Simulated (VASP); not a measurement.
# Si2Mo in VASP: single point with PBEsol

Aim: the single point of Si2Mo with PBEsol.

All numbers are computed with VASP 6.6.1; they aren't measurements. Logs are shortened: lines on timing, memory, paths and dates and some standing lists are left out, and cuts for length are marked.

### Step 1. The cell of the first run

The cell holds a slab with vacuum, 12 atoms: a = 4.511 Å, b = 4.515 Å, c = 23.767 Å, α = 90.00°, β = 90.00°, γ = 119.98°.

### Step 2. Single point, PBEsol

File INCAR:

```
SYSTEM = Si2Mo
  PREC = Accurate
  ENCUT = 520
  EDIFF = 1E-6
  ISMEAR = 0
  SIGMA = 0.1
  LREAL = .False.
  LASPH = .True.
  NELM = 80
  ALGO = Normal
  ISIF = 2
  LWAVE = .False.
  LCHARG = .False.
  LDIPOL = .True.
  IDIPOL = 3
  DIPOL = 0.5 0.5 0.500
  GGA = PS
  NBANDS = 56
```

File KPOINTS:

```
Automatic mesh
0
Gamma
  9 9 1
  0 0 0
```

File POSCAR:

```
Si2Mo
1.0
    4.5114405007      0.0000000000      0.0000000000
   -2.2557202504      3.9106920049      0.0000000000
    0.0000000000      0.0000000000     23.7671607511
Si Mo
8 4
Direct
    0.1649403352      0.3298806704      0.3576363239
    0.8350596648      0.6701193296      0.3576363239
    0.6649403352      0.3298806704      0.4525454413
    0.3350596648      0.6701193296      0.4525454413
    0.1647593361      0.3295186723      0.5483633533
    0.8352406639      0.6704813277      0.5483633533
    0.6626284283      0.3252568565      0.6423244361
    0.3373715717      0.6747431435      0.6423244361
    0.5000000000      0.0000000000      0.3576363239
    0.0000000000      0.0000000000      0.4525454413
    0.5000000000      0.0000000000      0.5463921083
    0.0000000000      0.0000000000      0.6382785282
```

Potentials or basis: VASP PAW PBE potentials, release 64 (Si, Mo_sv).

The run is started by

```
$ cat potpaw_PBE.64/Si/POTCAR potpaw_PBE.64/Mo_sv/POTCAR > POTCAR
$ mpirun -np 1 vasp_std > vasp.out
```

OUTCAR:

```text
SYSTEM = Si2Mo
   PREC = Accurate
   ENCUT = 520
   EDIFF = 1E-6
   ISMEAR = 0
   LREAL = .False.
   LASPH = .True.
   NELM = 80
   ISIF = 2
   GGA = PS

 ion  position               nearest neighbor table
   1  0.165  0.330  0.358-   2 2.58  10 2.60   9 2.60   9 2.60   4 2.62   2 2.62   2 2.62   9 2.62

   2  0.835  0.670  0.358-   1 2.58  10 2.60   9 2.60   9 2.60   3 2.62   1 2.62   1 2.62   9 2.62

   3  0.665  0.330  0.453-  11 2.58   4 2.58   9 2.60  10 2.60  10 2.60   2 2.62   4 2.62   4 2.62
                            10 2.62   6 2.64
   4  0.335  0.670  0.453-  11 2.58   3 2.58   9 2.60  10 2.60  10 2.60   1 2.62   3 2.62   3 2.62
                            10 2.62   5 2.64
   5  0.165  0.330  0.548-  12 2.50   6 2.58  11 2.60  11 2.60   8 2.61  10 2.62   6 2.62   6 2.62
                            11 2.62   4 2.64
   6  0.835  0.670  0.548-  12 2.50   5 2.58  11 2.60  11 2.60   7 2.61  10 2.62   5 2.62   5 2.62
                            11 2.62   3 2.64
   7  0.663  0.325  0.642-   8 2.54  12 2.59  12 2.59   6 2.61  11 2.61   8 2.64   8 2.64  12 2.64

   8  0.337  0.675  0.642-   7 2.54  12 2.59  12 2.59   5 2.61  11 2.61   7 2.64   7 2.64  12 2.64

   9  0.500  0.000  0.358-   3 2.60   4 2.60   1 2.60   2 2.60   2 2.60   1 2.60   1 2.62   2 2.62
                            10 3.19  10 3.19
  10  0.000  0.000  0.453-   1 2.60   2 2.60   3 2.60   4 2.60   4 2.60   3 2.60   6 2.62   5 2.62
                             3 2.62   4 2.62  11 3.17  11 3.17   9 3.19   9 3.19
  11  0.500  0.000  0.546-   3 2.58   4 2.58   5 2.60   6 2.60   6 2.60   5 2.60   8 2.61   7 2.61
                             5 2.62   6 2.62  12 3.14  12 3.14  10 3.17  10 3.17
  12  0.000  0.000  0.638-   5 2.50   6 2.50   7 2.59   8 2.59   7 2.59   8 2.59   7 2.64   8 2.64
                            11 3.14  11 3.14

  LATTYP: Found a base centered orthorhombic cell.
 ALAT       =     4.5114405007
 B/A-ratio  =     1.7336777485
 C/A-ratio  =     5.2681977624

  Lattice vectors:

 A1 = (   2.2557202504,  -3.9106920049,   0.0000000000)
 A2 = (   2.2557202503,   3.9106920049,   0.0000000000)
 A3 = (   0.0000000000,   0.0000000000,  23.7671607511)

Analysis of symmetry for initial positions (statically):
=====================================================================
 Subroutine PRICEL returns:
 Original cell was already a primitive cell.

 Routine SETGRP: Setting up the symmetry group for a
 base centered orthorhombic supercell.

 Subroutine GETGRP returns: Found  4 space group operations
 (whereof  4 operations were pure point group operations)
 out of a pool of  8 trial point group operations.

The static configuration has the point symmetry C_2v.

Analysis of symmetry for dynamics (positions and initial velocities):
=====================================================================
 Subroutine PRICEL returns:
[... 154 lines left out ...]
   LHFCALC =     F    Hartree Fock is set to
   AEXX    =    0.0000 exact exchange contribution
   IVDW    =     0    specifies the selected vdW correction
   LEPSILON=     F    determine dielectric tensor
   LRPA    =     F    only Hartree local field effects (RPA)
 non-spin polarized calculation
 Gauss-broadening in eV      SIGMA  =   0.10
  energy-cutoff  :      520.00
  volume of cell :      419.32
 maximum number of plane-waves:     11387
 NGX is ok and might be reduce to    36
   NGX = 17   NGY = 17   NGZ = 89

 dipolmoment           0.000000      0.000000     -0.819560 electrons x Angstroem

 number of electron      87.9999997 magnetization

 dipolmoment           0.000000      0.000000      0.008880 electrons x Angstroem

 Free energy of the ion-electron system (eV)
  ---------------------------------------------------
  ext. energy  EPLUGINS =         0.00000000
  ---------------------------------------------------
  free energy    TOTEN  =       -94.93153747 eV

  energy without entropy =      -94.91157887  energy(sigma->0) =      -94.92155817

 E-fermi :   2.0516     XC(G=0):  -5.5836

 val. band max:        2.0222538431   @ k =   0.1111   0.1111   0.0000
 cond. band min:       2.0556993507   @ k =   0.2222   0.0000   0.0000
 fundamental gap:      0.0334455076
 Fermi energy:         2.0515836037

 k-point     1 :       0.0000    0.0000    0.0000
  band No.  band energies     occupation
      1     -58.4006      2.00000
      2     -58.3646      2.00000
      3     -58.3053      2.00000
      4     -58.1635      2.00000
      5     -32.7075      2.00000
      6     -32.7020      2.00000
[... 1405 lines left out ...]
     55       5.0840      0.00000
     56       5.1991      0.00000

 [... further k-points ...]

------------------------ aborting loop because EDIFF is reached ----------------------------------------

 vacuum level on the upper side and lower side of the slab       (xc-potential included)        -0.059        -0.145

  FORCE on cell =-STRESS in cart. coord.  units (eV):
  Direction    XX          YY          ZZ          XY          YZ          ZX
  --------------------------------------------------------------------------------------
  -------------------------------------------------------------------------------------
  Total       -7.1078030     -4.1322994     -2.0701780      0.0000000      0.0000000      0.0000000
  in kB      -27.1581270    -15.7890576     -7.9099204      0.0000000      0.0000000      0.0000000
  external PRESSURE =     -16.9523683 kB  Pullay stress =       0.0000000 kB

 VOLUME and BASIS-vectors are now :
 -----------------------------------------------------------------------------
  energy-cutoff  :      520.00
  volume of cell :      419.32
      direct lattice vectors                 reciprocal lattice vectors
     4.511440501  0.000000000  0.000000000     0.221658692  0.127854610  0.000000000
    -2.255720250  3.910692005  0.000000000     0.000000000  0.255709219  0.000000000
     0.000000000  0.000000000 23.767160751     0.000000000  0.000000000  0.042074862

 POSITION                                       TOTAL-FORCE (eV/Angst)
 -----------------------------------------------------------------------------------
     -0.00000      1.29006      8.50000         0.000000     -0.095720     -0.103144
      2.25572      2.62063      8.50000        -0.000000      0.095720     -0.103144
      2.25572      1.29006     10.75572         0.000000     -0.106593     -0.453465
     -0.00000      2.62063     10.75572        -0.000000      0.106593     -0.453465
     -0.00000      1.28865     13.03304        -0.000000      0.007422     -0.006394
      2.25572      2.62205     13.03304         0.000000     -0.007422     -0.006394
      2.25572      1.27198     15.26623        -0.000000      0.005419      0.011445
     -0.00000      2.63871     15.26623         0.000000     -0.005419      0.011445
      2.25572      0.00000      8.50000         0.000000      0.000000      1.205870
      0.00000      0.00000     10.75572         0.000000      0.000000     -0.133214
      2.25572      0.00000     12.98619        -0.000000      0.000000     -0.007843
      0.00000      0.00000     15.17007        -0.000000      0.000000      0.038301
 -----------------------------------------------------------------------------------
    total drift:                               -0.000000     -0.000000      0.000218

  FREE ENERGIE OF THE ION-ELECTRON SYSTEM (eV)
  ---------------------------------------------------
  free  energy   TOTEN  =       -94.9315374749 eV

  energy  without entropy=      -94.9115788677  energy(sigma->0) =      -94.92155817

 vacuum level on the upper side and lower side of the slab         6.235         6.148
```

stdout:

```text
POSCAR found type information on POSCAR SiMo
 POSCAR found :  2 types and      12 ions
 scaLAPACK will be used
 -----------------------------------------------------------------------------
|                                                                             |
|                                                                             |
|     You enforced a specific xc type in the INCAR file but a different       |
|     I HOPE YOU KNOW WHAT YOU ARE DOING!                                     |
|                                                                             |
 -----------------------------------------------------------------------------

 LDA part: xc-table for (Slater+PW92), standard interpolation
 POSCAR, INCAR and KPOINTS ok, starting setup
 FFT: planning ... GRIDC
 FFT: planning ... GRID_SOFT
 FFT: planning ... GRID
 WAVECAR not read
 entering main loop
```

Wall time 26 min (1 thread of Intel Xeon Platinum 8375C at 2.90GHz (Ice Lake), shared host); peak memory 0.78 GiB.

What came out:

```
Free energy            : -94.9315 eV
Largest force          : 1.206 eV/Å
Band gap on the k mesh : zero (bands 44 and 45 overlap by 0.74 eV)
```

Forces on the atoms (eV/Å):
```
Si   0.000 -0.096 -0.103
Si   0.000  0.096 -0.103
Si   0.000 -0.107 -0.453
Si   0.000  0.107 -0.453
Si   0.000  0.007 -0.006
Si   0.000 -0.007 -0.006
Si   0.000  0.005  0.011
Si   0.000 -0.005  0.011
Mo   0.000  0.000  1.206
Mo   0.000  0.000 -0.133
Mo   0.000  0.000 -0.008
Mo   0.000  0.000  0.038
```

Levels at points of the mesh, in eV from the Fermi level:
```csv
k point,band 41,band 42,band 43,band 44,band 45,band 46,band 47,band 48
"(0.00, 0.00, 0.00)",-0.96,0.23,0.31,0.43,0.54,0.64,0.71,0.80
```

Caveat: the PAW data sets were made with another functional, which shifts forces and pressure a little.

The gap in the log of VASP goes by the Fermi energy; the results here count the filled bands.